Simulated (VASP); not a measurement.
# ReS (Fm-3m) in VASP: a series of runs, part 2 of 2

VASP 6.6.1. Earlier steps stand in the parts before.

### 3 Single point, PBE, collinear spin, ferromagnetic start

This run uses another cell than the first one, of 14.32 Å³/atom, 1.043 times its volume.

The input, INCAR:

```
PREC = Accurate
ENCUT = 520
EDIFF = 1E-7
ISMEAR = 0
SIGMA = 0.1
LREAL = F
LASPH = T
NELM = 150
ALGO = Normal
ISIF = 2
LWAVE = F
LCHARG = F
ISPIN = 2
MAGMOM = 3.5 0
LORBIT = 11
LMAXMIX = 4
GGA = PE
NBANDS = 18
```

The input, KPOINTS:

```
Automatic mesh
0
Gamma
  14 14 14
```

The input, POSCAR:

```
ReS
1.0
    0.0000000000      2.4284299179      2.4284299179
    2.4284299179      0.0000000000      2.4284299179
    2.4284299179      2.4284299179      0.0000000000
Re S
1 1
Direct
    0.0000000000      0.0000000000      0.0000000000
    0.5000000000      0.5000000000      0.5000000000
```

Potentials or basis: VASP PAW PBE potentials, release 64 (Re, S).

The run is started by

```console
$ cat potpaw_PBE.64/Re/POTCAR potpaw_PBE.64/S/POTCAR > POTCAR
$ mpirun -np 1 vasp_std > vasp.out
```

OUTCAR:

```text
PREC = Accurate
   ENCUT = 520
   EDIFF = 1E-7
   ISMEAR = 0
   LREAL = F
   LASPH = T
   NELM = 150
   ISIF = 2
   ISPIN = 2
   LORBIT = 11
   GGA = PE

 ion  position               nearest neighbor table
   1  0.000  0.000  0.000-   2 2.43   2 2.43   2 2.43   2 2.43   2 2.43   2 2.43
   2  0.500  0.500  0.500-   1 2.43   1 2.43   1 2.43   1 2.43   1 2.43   1 2.43

  LATTYP: Found a face centered cubic cell.
 ALAT       =     4.8568598358

  Lattice vectors:

 A1 = (   0.0000000000,   2.4284299179,   2.4284299179)
 A2 = (   2.4284299179,   0.0000000000,   2.4284299179)
 A3 = (   2.4284299179,   2.4284299179,   0.0000000000)

Analysis of symmetry for initial positions (statically):
=====================================================================
 Subroutine PRICEL returns:
 Original cell was already a primitive cell.

 Routine SETGRP: Setting up the symmetry group for a
 face centered cubic supercell.

 Subroutine GETGRP returns: Found 48 space group operations
 (whereof 48 operations were pure point group operations)
 out of a pool of 48 trial point group operations.

[... 694 lines left out ...]
 spin component 2

 k-point     1 :       0.0000    0.0000    0.0000
  band No.  band energies     occupation
      1      -7.6738      1.00000
      2       6.5676      1.00000
      3       6.5676      1.00000
      4       6.5676      1.00000
      5       6.6023      1.00000
      6       6.6023      1.00000
[... 493 lines left out ...]
     17      28.9797      0.00000
     18      31.0381      0.00000

 [... further k-points ...]
[... 5 lines left out ...]
  --------------------------------------------------------------------------------------
  -------------------------------------------------------------------------------------
  Total        1.8741871      1.8741871      1.8741871     -0.0000000     -0.0000000      0.0000000
  in kB      104.8375386    104.8375386    104.8375386     -0.0000000     -0.0000000      0.0000000
  external PRESSURE =     104.8375386 kB  Pullay stress =       0.0000000 kB

 VOLUME and BASIS-vectors are now :
 -----------------------------------------------------------------------------
  energy-cutoff  :      520.00
  volume of cell :       28.64
      direct lattice vectors                 reciprocal lattice vectors
     0.000000000  2.428429918  2.428429918    -0.205894350  0.205894350  0.205894350
     2.428429918  0.000000000  2.428429918     0.205894350 -0.205894350  0.205894350
     2.428429918  2.428429918  0.000000000     0.205894350  0.205894350 -0.205894350

 POSITION                                       TOTAL-FORCE (eV/Angst)
 -----------------------------------------------------------------------------------
      0.00000      0.00000      0.00000        -0.000000     -0.000000     -0.000000
      2.42843      2.42843      2.42843         0.000000      0.000000      0.000000
 -----------------------------------------------------------------------------------
    total drift:                                0.000000      0.000000      0.000000

  FREE ENERGIE OF THE ION-ELECTRON SYSTEM (eV)
  ---------------------------------------------------
  free  energy   TOTEN  =       -14.4574808449 eV

  energy  without entropy=      -14.4410070534  energy(sigma->0) =      -14.44924395

 total charge

# of ion       s       p       d       tot
------------------------------------------
    1        0.478   0.435   5.049   5.962
    2        1.306   2.378   0.000   3.684
--------------------------------------------------
tot          1.784   2.813   5.049   9.645

 magnetization (x)

# of ion       s       p       d       tot
------------------------------------------
    1       -0.000  -0.000  -0.005  -0.005
    2       -0.000  -0.000   0.000  -0.000
--------------------------------------------------
tot         -0.000  -0.000  -0.005  -0.005
```

Wall time 1.8 min (1 thread of Intel Xeon 6975P-C (Granite Rapids), shared host); peak memory 0.24 GiB.

Results:

```yaml
Free_energy: -14.4575 eV
Pressure: 10.5 GPa
Net_moment: -0.01 μB per cell
Valence_electrons_inside_the_program's_atomic_spheres: Re 5.96; S 3.68
```

Caveat: spin-orbit coupling is left out, which moves the levels of the heavy elements.

### 4 Single point, PBE, collinear spin, ferromagnetic start

This run uses another cell than the first one, of 14.92 Å³/atom, 1.087 times its volume.

The input, INCAR:

```
  PREC = Accurate
  ENCUT = 520
  EDIFF = 1E-6
  ISMEAR = 0
  SIGMA = 0.1
  LREAL = False
  LASPH = True
  NELM = 150
  ALGO = Normal
  ISIF = 2
  LWAVE = False
  LCHARG = True
  ISPIN = 2
  MAGMOM = 3.5 0
  LORBIT = 11
  LMAXMIX = 4
  GGA = PE
  LELF = True
  LVHAR = True
  NBANDS = 18
```

KPOINTS is that of step 3.

The input, POSCAR:

```
ReS
1.0
    0.0000000000      2.4617002155      2.4617002155
    2.4617002155      0.0000000000      2.4617002155
    2.4617002155      2.4617002155      0.0000000000
Re S
1 1
Direct
    0.0000000000      0.0000000000      0.0000000000
    0.5000000000      0.5000000000      0.5000000000
```

The run is started by

```console
$ cat potpaw_PBE.64/Re/POTCAR potpaw_PBE.64/S/POTCAR > POTCAR
$ mpirun -np 1 vasp_std > vasp.out
```

Wall time 78 s (1 thread of Intel Xeon 6975P-C (Granite Rapids), shared host); peak memory 0.23 GiB.

The run converged. Its results:

| Item | Value |
| --- | --- |
| Free energy | -14.5048 eV |
| Pressure | 2.4 GPa |
| Net moment | 0.86 μB per cell |
| Site moments | Re +0.81; S +0.01 μB |
| Valence electrons inside the program's atomic spheres | Re 5.86; S 3.66 |

Levels at points of the mesh, in eV from the Fermi level:
Spin up:
```tsv
k point	band 3	band 4	band 5	band 6	band 7	band 8	band 9	band 10	band 11	band 12
(0.00, 0.00, 0.00)	-3.06	-3.06	-3.05	-3.05	-3.05	-2.60	-2.60	2.35	8.99	12.94
(0.50, 0.00, 0.00)	-6.82	-6.82	-0.56	-0.56	0.01	2.36	5.16	5.16	5.97	5.97
(0.50, 0.50, 0.00)	-4.94	-4.61	-4.61	-1.51	0.19	0.19	0.23	2.36	10.75	11.15
```
Spin down:
| k point | band 2 | band 3 | band 4 | band 5 | band 6 | band 7 | band 8 | band 9 | band 10 | band 11 |
| --- | --- | --- | --- | --- | --- | --- | --- | --- | --- | --- |
| (0.00, 0.00, 0.00) | -3.01 | -3.01 | -3.01 | -2.55 | -2.55 | -2.55 | -2.23 | -2.23 | 2.60 | 9.14 |
| (0.50, 0.00, 0.00) | -9.40 | -6.63 | -6.63 | 0.06 | 0.06 | 0.59 | 2.50 | 5.43 | 5.43 | 6.13 |
| (0.50, 0.50, 0.00) | -7.15 | -4.55 | -4.55 | -4.50 | -1.12 | 0.60 | 0.86 | 0.86 | 2.72 | 10.90 |

Caveat: spin-orbit coupling is left out, which moves the levels of the heavy elements.

### 5 Single point, PBE, collinear spin, ferromagnetic start

This run uses another cell than the first one, of 14.92 Å³/atom, 1.087 times its volume.

The input, INCAR:

```
SYSTEM = ReS
  PREC = Accurate
  ENCUT = 520
  EDIFF = 1E-6
  ISMEAR = 0
  SIGMA = 0.1
  LREAL = .False.
  LASPH = .True.
  NELM = 150
  ALGO = Normal
  ISIF = 2
  LWAVE = .False.
  LCHARG = .False.
  ISPIN = 2
  MAGMOM = 3.5 0
  LORBIT = 11
  LMAXMIX = 4
  GGA = PE
  NBANDS = 18
```

The input, KPOINTS:

```
regular mesh
0
Gamma
  14 14 14
  0 0 0
```

POSCAR is that of step 4.

The run is started by

```console
$ cat potpaw_PBE.64/Re/POTCAR potpaw_PBE.64/S/POTCAR > POTCAR
$ mpirun -np 1 vasp_std > vasp.out
```

It took 77 s on 1 thread of Intel Xeon 6975P-C (Granite Rapids), shared host; peak memory 0.23 GiB.

It converged, with:

```yaml
Free_energy: -14.5048 eV
Pressure: 2.4 GPa
Net_moment: 0.86 μB per cell
Site_moments: Re +0.81; S +0.01 μB
Valence_electrons_inside_the_program's_atomic_spheres: Re 5.86; S 3.66
```

Levels at points of the mesh, in eV from the Fermi level:
Spin up:
| k point | band 5 | band 6 | band 7 | band 8 | band 9 | band 10 |
| --- | --- | --- | --- | --- | --- | --- |
| (0.00, 0.00, 0.00) | -3.05 | -3.05 | -3.05 | -2.60 | -2.60 | 2.35 |
| (0.50, 0.00, 0.00) | -0.56 | -0.56 | 0.01 | 2.36 | 5.16 | 5.16 |
| (0.50, 0.50, 0.00) | -4.61 | -1.51 | 0.19 | 0.19 | 0.23 | 2.36 |
Spin down:
```tsv
k point	band 4	band 5	band 6	band 7	band 8	band 9
(0.00, 0.00, 0.00)	-3.01	-2.55	-2.55	-2.55	-2.23	-2.23
(0.50, 0.00, 0.00)	-6.63	0.06	0.06	0.59	2.50	5.43
(0.50, 0.50, 0.00)	-4.55	-4.50	-1.12	0.60	0.86	0.86
```

Caveat: spin-orbit coupling is left out, which moves the levels of the heavy elements.

### 6 Overview

```tsv
cell	gap on the mesh (eV)	pressure (GPa)	moment (μB)
a = 3.386 Å, angles 60.0°, 2 atoms	none	22.3	0.01
a = 3.434 Å, angles 60.0°, 2 atoms	none	10.5	0.01
a = 3.481 Å, angles 60.0°, 2 atoms	none	2.4	0.86
```

Alike in all rows: task single point; level PBE; potentials or basis VASP PAW PBE potentials, release 64 (Re, S); spin collinear, ferromagnetic start; k mesh 14 × 14 × 14; cutoff (eV) 520; smearing gaussian 0.1 eV.

Caveats: spin-orbit coupling is left out, which moves the levels of the heavy elements.

Absolute energies hang on the potentials; compare differences alone.
